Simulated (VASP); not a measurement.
Set up this calculation in VASP 6.6.1, as the native input.

| Property | Result |
| --- | --- |
| Task | single point |
| Functional | LDA |
| Potentials or basis | VASP PAW LDA potentials, release 64 (Ti_sv, Al) |
| Cutoff | 520 eV |
| k mesh | 18 × 18 × 6 |
| Occupations | gaussian, width 0.15 eV |
| Spin | collinear spin |
| Starting moments | [0.5, 0.5, 0.5, 0.0] μB |
| Fixed moment | 1.5 μB |
| Dipole correction | no |
| Further INCAR settings | ALGO = Fast; EDIFF = 1e-06; NBANDS = 32 |

The structure of Ti3Al lies in POSCAR:

```
Ti3Al
1.0
    2.6778321574      0.0000000000      0.0000000000
   -1.3389160787      2.3190706754      0.0000000000
    0.0000000000      0.0000000000      8.4720297974
Ti Al
3 1
Direct
    0.6666666667      0.3333333333      0.0000000000
    0.3333333333      0.6666666667      0.7515223655
    0.3333333333      0.6666666667      0.2484776345
    0.6666666667      0.3333333333      0.5000000000
```

One way to write it, as run:

INCAR

```
PREC = Accurate
ENCUT = 520
EDIFF = 1E-6
ISMEAR = 0
SIGMA = 0.15
LREAL = F
LASPH = T
NELM = 150
ALGO = Fast
ISIF = 2
LWAVE = F
LCHARG = T
ISPIN = 2
MAGMOM = 0.5 0.5 0.5 0
LORBIT = 11
NUPDOWN = 1.5
LMAXMIX = 4
GGA = CA
LELF = T
LVHAR = T
NBANDS = 32
```

KPOINTS

```
Automatic mesh
0
Gamma
  18 18 6
```

Potentials or basis: VASP PAW LDA potentials, release 64 (Ti_sv, Al).

The run is started by

```bash
$ cat potpaw_LDA.64/Ti_sv/POTCAR potpaw_LDA.64/Al/POTCAR > POTCAR
$ mpirun -np 1 vasp_std > vasp.out
```

Results of the run:

```yaml
Pressure: 33.7 GPa
Largest_force: 0.246 eV/Å
Net_moment: 1.50 μB per cell
Site_moments: Ti +0.35, +0.33 (each value once); Al +0.04 μB
Valence_electrons_inside_the_program's_atomic_spheres: Ti 10.71, 10.66 (each value once); Al 0.93
```

Caveat: the stress differs along the axes, from 31 to 38 GPa; the total moment is fixed, so each spin has its own Fermi level and the state may be an excited one.

Run time: 15 min on 1 thread of Intel(R) Xeon(R) Platinum 8488C (Sapphire Rapids), on a shared host, peak memory 0.41 GiB.
